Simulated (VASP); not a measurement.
# Bi2Te3 (R3m) in VASP: notebook

Bi2Te3 is run at these levels: PBE; tasks: single point.

Program: VASP 6.6.1. These are calculated values, not measurements. Logs are shortened: lines on timing, memory, paths and dates and some standing lists are left out, and cuts for length are marked.

**1. The cell of the first run**

Symmetry: R3m, No. 160, trigonal system. Conventional cell: a = 4.417 Å, b = 4.417 Å, c = 30.735 Å, α = 90.00°, β = 90.00°, γ = 120.00°. Within 4.0 Å of Bi (site symmetry 3m) lie 3 Te at 3.05 Å and 3 Bi at 3.47 Å. Bi (site symmetry 3m) has 9 Te at 3.31 to 4.77 Å and 9 Bi at 3.47 to 4.42 Å within 4.8 Å. Within 4.0 Å of Te (site symmetry 3m) lie 6 Te at 3.07 to 3.49 Å. Te (site symmetry 3m) has 3 Bi at 3.05 Å and 3 Te at 3.49 Å within 4.0 Å. Te (site symmetry 3m) has 3 Te at 3.07 Å and 3 Bi at 3.31 Å within 4.0 Å.

**2. Single point, PBE (zz strain of +3 %)**

INCAR

```
SYSTEM = Bi2Te3
PREC = Accurate
ENCUT = 520
EDIFF = 1E-6
ISMEAR = -1
SIGMA = 0.08
LREAL = .False.
LASPH = .True.
NELM = 60
ALGO = Normal
ISIF = 2
LWAVE = .False.
LCHARG = .False.
GGA = PE
NBANDS = 32
```

KPOINTS

```
Automatic mesh
0
Gamma
  8 8 8
  0 0 0
```

POSCAR

```
Bi2Te3
1.0
    2.2085012539      1.2750787934     10.2450701000
   -2.2085012539      1.2750787934     10.2450701000
    0.0000000000     -2.5501575869     10.2450701000
Bi Te
2 3
Direct
    0.8120000000      0.8120000000      0.8120000000
    0.4020000000      0.4020000000      0.4020000000
    0.6110000000      0.6110000000      0.6110000000
    0.2000000000      0.2000000000      0.2000000000
    0.0000000000      0.0000000000      0.0000000000
```

Potentials or basis: VASP PAW PBE potentials, release 64 (Bi_d, Te).

Run with:

```sh
> cat potpaw_PBE.64/Bi_d/POTCAR potpaw_PBE.64/Te/POTCAR > POTCAR
> mpirun -np 1 vasp_std > vasp.out
```

OUTCAR:

```text
SYSTEM = Bi2Te3
   PREC = Accurate
   ENCUT = 520
   EDIFF = 1E-6
   ISMEAR = -1
   LREAL = .False.
   LASPH = .True.
   NELM = 60
   ISIF = 2
   GGA = PE

 ion  position               nearest neighbor table
   1  0.812  0.812  0.812-   4 3.05   4 3.05   4 3.05   2 3.47   2 3.47   2 3.47
   2  0.402  0.402  0.402-   5 3.31   5 3.31   5 3.31   1 3.47   1 3.47   1 3.47
   3  0.611  0.611  0.611-   5 3.07   5 3.07   5 3.07   4 3.49   4 3.49   4 3.49
   4  0.200  0.200  0.200-   1 3.05   1 3.05   1 3.05   3 3.49   3 3.49   3 3.49
   5  0.000  0.000  0.000-   3 3.07   3 3.07   3 3.07   2 3.31   2 3.31   2 3.31

  LATTYP: Found a trigonal (rhomboedric) cell.
 ALAT       =    10.5576874869
 COS(alpha) =     0.9124839534

  Lattice vectors:

 A1 = (   2.2085012539,   1.2750787934,  10.2450701000)
 A2 = (  -2.2085012539,   1.2750787934,  10.2450701000)
 A3 = (   0.0000000000,  -2.5501575869,  10.2450701000)

Analysis of symmetry for initial positions (statically):
=====================================================================
 Subroutine PRICEL returns:
 Original cell was already a primitive cell.

 Routine SETGRP: Setting up the symmetry group for a
 trigonal (rhombohedral) supercell.

 Subroutine GETGRP returns: Found  6 space group operations
 (whereof  6 operations were pure point group operations)
 out of a pool of 12 trial point group operations.

The static configuration has the point symmetry C_3v.

Analysis of symmetry for dynamics (positions and initial velocities):
=====================================================================
 Subroutine PRICEL returns:
 Original cell was already a primitive cell.

 Routine SETGRP: Setting up the symmetry group for a
 trigonal (rhombohedral) supercell.

 Subroutine GETGRP returns: Found  6 space group operations
 (whereof  6 operations were pure point group operations)
 out of a pool of 12 trial point group operations.

The dynamic configuration has the point symmetry C_3v.

 Subroutine INISYM returns: Found  6 space group operations
 (whereof  6 operations are pure point group operations),
 and found     1 'primitive' translations

----------------------------------------------------------------------------------------

                                     Primitive cell

  volume of cell :     173.1015

  direct lattice vectors                    reciprocal lattice vectors
     2.208501254  1.275078793 10.245070100     0.226397879  0.130710876  0.032535974
    -2.208501254  1.275078793 10.245070100    -0.226397879  0.130710876  0.032535974
     0.000000000 -2.550157587 10.245070100     0.000000000 -0.261421753  0.032535974

  length of vectors
    10.557687487 10.557687487 10.557687487     0.263438650  0.263438650  0.263438650

  position of ions in fractional coordinates (direct lattice)
     0.812000000  0.812000000  0.812000000
     0.402000000  0.402000000  0.402000000
     0.611000000  0.611000000  0.611000000
     0.200000000  0.200000000  0.200000000
     0.000000000  0.000000000  0.000000000

  ion indices of the primitive-cell ions
   primitive index   ion index
                 1           1
                 2           2
                 3           3
                 4           4
                 5           5

----------------------------------------------------------------------------------------

 KPOINTS: Automatic mesh

Automatic generation of k-mesh.
 Grid dimensions read from file:
 generate k-points for:    8    8    8

 Generating k-lattice:

  Cartesian coordinates                     Fractional coordinates (reciprocal lattice)
     0.028299735  0.016338860  0.004066997     0.125000000  0.000000000 -0.000000000
    -0.028299735  0.016338860  0.004066997     0.000000000  0.125000000 -0.000000000
     0.000000000 -0.032677719  0.004066997    -0.000000000 -0.000000000  0.125000000

  Length of vectors
     0.032929831  0.032929831  0.032929831

  Shift w.r.t. Gamma in fractional coordinates (k-lattice)
     0.000000000  0.000000000  0.000000000

 Subroutine IBZKPT returns following result:
 ===========================================

 Found     65 irreducible k-points:

 Following reciprocal coordinates:
            Coordinates               Weight
  0.000000  0.000000  0.000000      1.000000
  0.125000  0.000000  0.000000      6.000000
  0.250000  0.000000  0.000000      6.000000
  0.375000  0.000000  0.000000      6.000000
  0.500000  0.000000  0.000000      3.000000
  0.125000  0.125000  0.000000      6.000000
[... 16 lines left out ...]
  0.250000  0.125000  0.125000      6.000000
  0.375000  0.125000  0.125000      6.000000
 [... further k-points ...]
   k-points           NKPTS =     65   k-points in BZ     NKDIM =     65   number of bands    NBANDS=     32
   number of dos      NEDOS =    301   number of ions     NIONS =      5
   total plane-waves  NPLWV = 512000
   dimension x,y,z NGX =    80 NGY =   80 NGZ =   80
   dimension x,y,z NGXF=   160 NGYF=  160 NGZF=  160
   ions per type =               2   3
   NGX,Y,Z   is equivalent  to a cutoff of  12.60, 12.60, 12.60 a.u.
   NGXF,Y,Z  is equivalent  to a cutoff of  25.19, 25.19, 25.19 a.u.
 SYSTEM =  Bi2Te3
   PREC   = accura    normal or accurate (medium, high low for compatibility)
   ISTART =      0    job   : 0-new  1-cont  2-samecut
   ICHARG =      2    charge: 1-file 2-atom 10-const
   ISPIN  =      1    spin polarized calculation?
   LNONCOLLINEAR =      F non collinear calculations
   LSORBIT =      F    spin-orbit coupling
   LASPH  =      T    aspherical Exc in radial PAW
   ENCUT  =  520.0 eV  38.22 Ry    6.18 a.u.  19.63 19.63 19.63*2*pi/ulx,y,z
   NELM   =     60;   NELMIN=  2; NELMDL= -5     # of ELM steps
   EDIFF  = 0.1E-05   stopping-criterion for ELM
   LREAL  =      F    real-space projection
   EDIFFG = 0.1E-04   stopping-criterion for IOM
   NSW    =      0    number of steps for IOM
   IBRION =     -1    ionic relax: 0-MD 1-quasi-New 2-CG
   NFREE  =      0    steps in history (QN), initial steepest desc. (CG)
   ISIF   =      2    stress and relaxation
   ISYM   =      2    0-nonsym 1-usesym 2-fastsym
   POTIM  = 0.5000    time-step for ionic-motion
   TEBEG  =    0.0;   TEEND  =   0.0 temperature during run
   PSTRESS=    0.0 pullay stress
   NELECT =      48.0000    total number of electrons
   NUPDOWN=      -1.0000    fix difference up-down
   EMIN   =  10.00;   EMAX   =-10.00  energy-range for DOS
   EFERMI =   0.00;   METHOD = LEGACY
   ISMEAR =    -1;   SIGMA  =   0.08  broadening in eV -4-tet -1-fermi 0-gaus
   EFERMI_NEDOS =   21; number of points for ismear=-14 and -15
   IALGO  =     38    algorithm
   IMIX   =      4    mixing-type and parameters
     AMIX     =   0.40;   BMIX     =  1.00
     AMIX_MAG =   1.60;   BMIX_MAG =  1.00
  volume/ion in A,a.u.               =      34.62       233.63
  Fermi-wavevector in a.u.,A,eV,Ry     =   1.067550  2.017377 15.506061  1.139663
  Thomas-Fermi vector in A             =   2.203170
   LORBIT       =      0    0 simple, 1 ext, 2 COOP (PROOUT), +10 PAW based schemes
   GGA     = PE    functional components
   LHFCALC =     F    Hartree Fock is set to
   AEXX    =    0.0000 exact exchange contribution
   IVDW    =     0    specifies the selected vdW correction
   LEPSILON=     F    determine dielectric tensor
   LRPA    =     F    only Hartree local field effects (RPA)
 non-spin polarized calculation
  energy-cutoff  :      520.00
  volume of cell :      173.10
 maximum number of plane-waves:      4719
 NGX is ok and might be reduce to    80
   NGX = 39   NGY = 39   NGZ = 39

 number of electron      48.0000000 magnetization

 Free energy of the ion-electron system (eV)
  ---------------------------------------------------
  ext. energy  EPLUGINS =         0.00000000
  ---------------------------------------------------
  free energy    TOTEN  =       -16.92206123 eV

  energy without entropy =      -16.88606442  energy(sigma->0) =      -16.90406282

 E-fermi :   6.1178     XC(G=0):  -9.2745

 val. band max:        6.0807162869   @ k =   0.0000   0.0000   0.0000
 cond. band min:       6.1216885968   @ k =   0.3750   0.3750   0.2500
 fundamental gap:      0.0409723098
 Fermi energy:         6.1177638081

 k-point     1 :       0.0000    0.0000    0.0000
  band No.  band energies     occupation
      1     -17.0451      2.00000
      2     -17.0451      2.00000
      3     -17.0217      2.00000
      4     -17.0217      2.00000
      5     -17.0177      2.00000
      6     -16.4414      2.00000
[... 24 lines left out ...]
     31      10.7152      0.00000
     32      11.0274      0.00000

 k-point     2 :       0.1250    0.0000    0.0000
  band No.  band energies     occupation
      1     -17.0456      2.00000
      2     -17.0434      2.00000
      3     -17.0224      2.00000
      4     -17.0216      2.00000
      5     -17.0167      2.00000
      6     -16.4411      2.00000
[... 24 lines left out ...]
     31      10.3961      0.00000
     32      10.9228      0.00000

 k-point     3 :       0.2500    0.0000    0.0000
  band No.  band energies     occupation
      1     -17.0472      2.00000
      2     -17.0399      2.00000
      3     -17.0239      2.00000
      4     -17.0209      2.00000
      5     -17.0139      2.00000
      6     -16.4436      2.00000
[... 24 lines left out ...]
     31       9.8059      0.00000
     32      11.4546      0.00000

 k-point     4 :       0.3750    0.0000    0.0000
  band No.  band energies     occupation
      1     -17.0490      2.00000
      2     -17.0371      2.00000
      3     -17.0255      2.00000
      4     -17.0194      2.00000
      5     -17.0109      2.00000
      6     -16.4473      2.00000
[... 654 lines left out ...]
     31      10.7060      0.00000
     32      11.0747      0.00000

 k-point    23 :       0.2500    0.1250    0.1250
  band No.  band energies     occupation
      1     -17.0456      2.00000
      2     -17.0434      2.00000
      3     -17.0224      2.00000
      4     -17.0216      2.00000
      5     -17.0167      2.00000
      6     -16.4411      2.00000
[... 24 lines left out ...]
     31      10.3976      0.00000
     32      11.0146      0.00000

 k-point    24 :       0.3750    0.1250    0.1250
  band No.  band energies     occupation
      1     -17.0472      2.00000
      2     -17.0399      2.00000
      3     -17.0239      2.00000
      4     -17.0209      2.00000
      5     -17.0139      2.00000
      6     -16.4436      2.00000
[... 24 lines left out ...]
     31       9.9241      0.00000
     32      11.1242      0.00000

 [... further k-points ...]

------------------------ aborting loop because EDIFF is reached ----------------------------------------

  FORCE on cell =-STRESS in cart. coord.  units (eV):
  Direction    XX          YY          ZZ          XY          YZ          ZX
  --------------------------------------------------------------------------------------
  -------------------------------------------------------------------------------------
  Total        0.7220225      0.7220225     -0.9783037      0.0000000      0.0000000      0.0000000
  in kB        6.6828311      6.6828311     -9.0548946      0.0000000      0.0000000      0.0000000
  external PRESSURE =       1.4369225 kB  Pullay stress =       0.0000000 kB

 VOLUME and BASIS-vectors are now :
 -----------------------------------------------------------------------------
  energy-cutoff  :      520.00
  volume of cell :      173.10
      direct lattice vectors                 reciprocal lattice vectors
     2.208501254  1.275078793 10.245070100     0.226397879  0.130710876  0.032535974
    -2.208501254  1.275078793 10.245070100    -0.226397879  0.130710876  0.032535974
     0.000000000 -2.550157587 10.245070100     0.000000000 -0.261421753  0.032535974

 POSITION                                       TOTAL-FORCE (eV/Angst)
 -----------------------------------------------------------------------------------
      0.00000     -0.00000     24.95699         0.000000      0.000000     -0.705944
      0.00000     -0.00000     12.35555         0.000000      0.000000     -0.506021
      0.00000     -0.00000     18.77921         0.000000      0.000000     -0.561569
      0.00000     -0.00000      6.14704         0.000000     -0.000000      0.607311
      0.00000      0.00000      0.00000         0.000000     -0.000000      1.166223
 -----------------------------------------------------------------------------------
    total drift:                               -0.000000     -0.000000     -0.000813

  FREE ENERGIE OF THE ION-ELECTRON SYSTEM (eV)
  ---------------------------------------------------
  free  energy   TOTEN  =       -16.9220612265 eV

  energy  without entropy=      -16.8860644180  energy(sigma->0) =      -16.90406282
```

Run time: 34 min. Hardware: 1 thread of AMD EPYC 7R13, shared host; peak memory 1.1 GiB.

What came out:

```yaml
Free_energy: -16.9221 eV
Pressure: 0.1 GPa
Largest_force: 1.166 eV/Å
Band_gap_on_the_k_mesh: zero (bands 24 and 25 overlap by 0.15 eV)
```

Forces on the atoms (eV/Å):
```
Bi   0.000  0.000 -0.706
Bi   0.000  0.000 -0.506
Te   0.000  0.000 -0.562
Te   0.000  0.000  0.607
Te   0.000  0.000  1.166
```

Caveat: the cell differs from its parent crystal (zz strain of +3 %); spin-orbit coupling is left out, which moves the levels of the heavy elements; forces of over 1 eV/Å act on the atoms, so gaps and moduli don't describe the material at rest.

(Part 1 of 2 ends here.)
